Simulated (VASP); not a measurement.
Pb: single point with PBE+D3(BJ)

Crystal: Pb.

```
Pb
1.0
     0.00000    2.50759    2.50759
     2.50759    0.00000    2.50759
     2.50759    2.50759    0.00000
Pb
1
Direct
  0.00000 0.00000 0.00000
```

```
Program             : VASP 6.6.1
Task                : single point
Functional          : PBE
Dispersion          : D3(BJ)
Potentials or basis : VASP PAW PBE potentials, release 64 (Pb_d)
Cutoff              : 520 eV
k mesh              : 9 × 9 × 9
Occupations         : fermi-dirac, width 0.05 eV
Spin                : no spin polarisation
```

* Pressure: -1.6 GPa
* Band gap on the k mesh: zero (band 7 reaches 13.96 eV, above the bottom of band 8 at 5.39 eV)
* Dispersion energy per atom: -0.394 eV

Levels at points of the mesh, in eV from the Fermi level:
| k point | band 5 | band 6 | band 7 | band 8 | band 9 | band 10 |
| --- | --- | --- | --- | --- | --- | --- |
| (0.00, 0.00, 0.00) | -16.80 | -11.37 | 7.24 | 7.24 | 7.24 | 9.86 |

It took 8 s on 1 thread of Intel(R) Xeon(R) Platinum 8375C CPU @ 2.90GHz (Ice Lake), with other jobs on the host, peak memory 0.17 GiB.

Caveat: spin-orbit coupling is left out, which moves the levels of the heavy elements; pairwise dispersion overbinds metals, which lowers pressure and volume.
